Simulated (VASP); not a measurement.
# MgO (zincblende type) (F-43m) in VASP: further runs, part 2 of 2

VASP 6.6.1. The steps go on from the part before.

### 3 Single point, LDA (volume scaled by 0.55)

File INCAR:

```
ALGO = Normal
EDIFF = 1E-6
ENCUT = 600
GGA_COMPAT = F
ISIF = 2
ISMEAR = -1
LASPH = T
LCHARG = T
LELF = T
LREAL = F
LVHAR = T
LWAVE = F
NBANDS = 11
NELM = 120
PREC = Accurate
SIGMA = 0.05
```

File KPOINTS:

```
k-points
0
Gamma
  16 16 16
```

File POSCAR:

```
MgO
1.0
    0.0000000000      1.8508539654      1.8508539654
    1.8508539654      0.0000000000      1.8508539654
    1.8508539654      1.8508539654      0.0000000000
Mg O
1 1
Direct
    0.0000000000      0.0000000000      0.0000000000
    0.2500000000      0.2500000000      0.2500000000
```

Potentials or basis: VASP PAW LDA potentials, release 64 (Mg, O).

Run with:

```sh
$ cat potpaw_LDA.64/Mg/POTCAR potpaw_LDA.64/O/POTCAR > POTCAR
$ mpirun -np 1 vasp_std > vasp.out
```

OUTCAR:

```text
EDIFF = 1E-6
   ENCUT = 600
   ISIF = 2
   ISMEAR = -1
   LASPH = T
   LREAL = F
   NELM = 120
   PREC = Accurate

 ion  position               nearest neighbor table
   1  0.000  0.000  0.000-   2 1.60   2 1.60   2 1.60   2 1.60
   2  0.250  0.250  0.250-   1 1.60   1 1.60   1 1.60   1 1.60

  LATTYP: Found a face centered cubic cell.
 ALAT       =     3.7017079308

  Lattice vectors:

 A1 = (   0.0000000000,   1.8508539654,   1.8508539654)
 A2 = (   1.8508539654,   0.0000000000,   1.8508539654)
 A3 = (   1.8508539654,   1.8508539654,   0.0000000000)
[... 511 lines left out ...]
      6      27.6759      0.00000
      7      28.2297      0.00000
      8      29.2932      0.00000
      9      31.1845      0.00000
     10      31.7005      0.00000
     11      34.1979      0.00000

 [... further k-points ...]
[... 5 lines left out ...]
  --------------------------------------------------------------------------------------
  -------------------------------------------------------------------------------------
  Total       21.4946047     21.4946047     21.4946047      0.0000000      0.0000000     -0.0000000
  in kB     2715.7737665   2715.7737665   2715.7737665      0.0000000      0.0000000     -0.0000000
  external PRESSURE =    2715.7737665 kB  Pullay stress =       0.0000000 kB

 VOLUME and BASIS-vectors are now :
 -----------------------------------------------------------------------------
  energy-cutoff  :      600.00
  volume of cell :       12.68
      direct lattice vectors                 reciprocal lattice vectors
     0.000000000  1.850853965  1.850853965    -0.270145570  0.270145570  0.270145570
     1.850853965  0.000000000  1.850853965     0.270145570 -0.270145570  0.270145570
     1.850853965  1.850853965  0.000000000     0.270145570  0.270145570 -0.270145570

 POSITION                                       TOTAL-FORCE (eV/Angst)
 -----------------------------------------------------------------------------------
      0.00000      0.00000      0.00000        -0.000000     -0.000000     -0.000000
      0.92543      0.92543      0.92543         0.000000      0.000000      0.000000
 -----------------------------------------------------------------------------------
    total drift:                               -0.000000     -0.000000     -0.000000

  FREE ENERGIE OF THE ION-ELECTRON SYSTEM (eV)
  ---------------------------------------------------
  free  energy   TOTEN  =        -7.8269283480 eV

  energy  without entropy=       -7.8269283480  energy(sigma->0) =       -7.82692835
```

OSZICAR:

```text
N       E                     dE             d eps       ncg     rms          rms(c)
DAV:   1     0.228182266734E+02    0.22818E+02   -0.55669E+03  3566   0.766E+02
DAV:   2    -0.108913282392E+02   -0.33710E+02   -0.33285E+02  3702   0.172E+02
DAV:   3    -0.114251065399E+02   -0.53378E+00   -0.53345E+00  3992   0.186E+01
DAV:   4    -0.114261046006E+02   -0.99806E-03   -0.99805E-03  3550   0.886E-01
DAV:   5    -0.114261069271E+02   -0.23264E-05   -0.23264E-05  3871   0.393E-02    0.107E+01
DAV:   6    -0.804669815079E+01    0.33794E+01   -0.13167E+01  3439   0.226E+01    0.230E+00
DAV:   7    -0.788332227331E+01    0.16338E+00   -0.28865E-01  3697   0.367E+00    0.144E+00
DAV:   8    -0.782732027957E+01    0.56002E-01   -0.25330E-02  3548   0.161E+00    0.147E-01
DAV:   9    -0.782695473124E+01    0.36555E-03   -0.21904E-03  3739   0.300E-01    0.463E-02
DAV:  10    -0.782693064932E+01    0.24082E-04   -0.84390E-05  3576   0.578E-02    0.907E-03
DAV:  11    -0.782692834585E+01    0.23035E-05   -0.21984E-06  3706   0.117E-02    0.192E-03
DAV:  12    -0.782692834799E+01   -0.21404E-08   -0.33187E-07  1886   0.424E-03
   1 F= -.78269283E+01 E0= -.78269283E+01  d E =-.224853E-10
```

stdout:

```text
POSCAR found type information on POSCAR MgO
 POSCAR found :  2 types and       2 ions
 scaLAPACK will be used
 LDA part: xc-table for (Slater(with rela. corr.)+CA(PZ))
 , standard interpolation
 POSCAR, INCAR and KPOINTS ok, starting setup
 FFT: planning ... GRIDC
 FFT: planning ... GRID_SOFT
 FFT: planning ... GRID
 WAVECAR not read
 entering main loop
```

It took 13 s on 1 thread of Intel Xeon 6975P-C, shared host; peak memory 0.15 GiB.

What came out:

- Free energy: -7.8269 eV
- Pressure: 271.6 GPa
- Band gap on the k mesh: 7.24 eV, indirect (least direct gap 8.06 eV)

Levels at points of the mesh, in eV from the valence-band top:
```tsv
k point	band 2	band 3	band 4	band 5	band 6	band 7
(0.00, 0.00, 0.00)	-0.07	-0.07	-0.07	8.37	24.27	24.27
(0.50, 0.00, 0.00)	-5.10	-0.14	-0.14	13.60	15.07	19.48
(0.50, 0.50, 0.00)	-4.47	-0.81	-0.81	7.24	15.24	25.23
```

### 4 Single point, LDA (volume scaled by 0.64)

File INCAR:

```
SYSTEM = MgO
ALGO = Normal
EDIFF = 1E-6
ENCUT = 600
GGA = CA
GGA_COMPAT = .False.
ISIF = 2
ISMEAR = -1
LASPH = .True.
LCHARG = .False.
LREAL = .False.
LWAVE = .False.
NBANDS = 11
NELM = 120
PREC = Accurate
SIGMA = 0.05
```

File KPOINTS:

```
k-points
0
Gamma
  16 16 16
  0 0 0
```

File POSCAR:

```
MgO
1.0
    0.0000000000      1.9467547749      1.9467547749
    1.9467547749      0.0000000000      1.9467547749
    1.9467547749      1.9467547749      0.0000000000
Mg O
1 1
Direct
    0.0000000000      0.0000000000      0.0000000000
    0.2500000000      0.2500000000      0.2500000000
```

Run with:

```sh
$ cat potpaw_LDA.64/Mg/POTCAR potpaw_LDA.64/O/POTCAR > POTCAR
$ mpirun -np 1 vasp_std > vasp.out
```

Wall time 14 s (1 thread of Intel Xeon 6975P-C, shared host); peak memory 0.16 GiB.

It converged, with:

| Quantity | Value |
| --- | --- |
| Free energy | -10.4715 eV |
| Pressure | 147.9 GPa |
| Band gap on the k mesh | 6.95 eV, indirect (least direct gap 6.99 eV) |

Levels at points of the mesh, in eV from the valence-band top:
| k point | band 1 | band 2 | band 3 | band 4 | band 5 | band 6 | band 7 | band 8 |
| --- | --- | --- | --- | --- | --- | --- | --- | --- |
| (0.00, 0.00, 0.00) | -17.42 | -0.04 | -0.04 | -0.04 | 6.95 | 22.25 | 22.25 | 22.25 |
| (0.50, 0.00, 0.00) | -15.66 | -4.58 | -0.17 | -0.17 | 12.27 | 13.62 | 18.15 | 18.15 |
| (0.50, 0.50, 0.00) | -15.14 | -3.91 | -0.87 | -0.87 | 7.02 | 14.15 | 22.14 | 22.83 |

 A k mesh can miss the band edges.

### 5 Single point, LDA (volume scaled by 0.72)

File INCAR:

```
  ALGO = Normal
  EDIFF = 1E-6
  ENCUT = 600
  GGA = CA
  GGA_COMPAT = False
  ISIF = 2
  ISMEAR = -1
  LASPH = True
  LCHARG = False
  LREAL = False
  LWAVE = False
  NBANDS = 11
  NELM = 120
  PREC = Accurate
  SIGMA = 0.05
```

File KPOINTS:

```
k-points
0
Gamma
  16 16 16
```

File POSCAR:

```
MgO
1.0
    0.0000000000      2.0247065573      2.0247065573
    2.0247065573      0.0000000000      2.0247065573
    2.0247065573      2.0247065573      0.0000000000
Mg O
1 1
Direct
    0.0000000000      0.0000000000      0.0000000000
    0.2500000000      0.2500000000      0.2500000000
```

Run with:

```sh
$ cat potpaw_LDA.64/Mg/POTCAR potpaw_LDA.64/O/POTCAR > POTCAR
$ mpirun -np 1 vasp_std > vasp.out
```

Wall time 16 s (1 thread of Intel Xeon 6975P-C, shared host); peak memory 0.15 GiB.

It converged, with:

```
Free energy            : -11.7882 eV
Pressure               : 84.9 GPa
Band gap on the k mesh : 5.97 eV, indirect (least direct gap 5.99 eV)
```

Levels at points of the mesh, in eV from the valence-band top:
```
           k point  band 1  band 2  band 3  band 4  band 5  band 6  band 7  band 8
(0.00, 0.00, 0.00)  -16.90   -0.02   -0.02   -0.02    5.97   20.74   20.74   20.74
(0.50, 0.00, 0.00)  -15.47   -4.18   -0.18   -0.18   11.30   12.54   17.17   17.17
(0.50, 0.50, 0.00)  -15.05   -3.52   -0.87   -0.87    6.82   13.39   19.79   21.09
```

 A k mesh can miss the band edges.

### 6 Summary

```csv
cell,gap on the mesh (eV),pressure (GPa)
"a = 2.618 Å, angles 60.0°, 2 atoms",7.24,271.6
"a = 2.753 Å, angles 60.0°, 2 atoms",6.95,147.9
"a = 2.863 Å, angles 60.0°, 2 atoms",5.97,84.9
```

Alike in all rows: task single point; level LDA; potentials or basis VASP PAW LDA potentials, release 64 (Mg, O); no spin polarisation; k mesh 16 × 16 × 16; cutoff (eV) 600; smearing fermi-dirac 0.05 eV.

Total energies depend on the potentials used, so only differences within one code and one set of settings carry meaning.
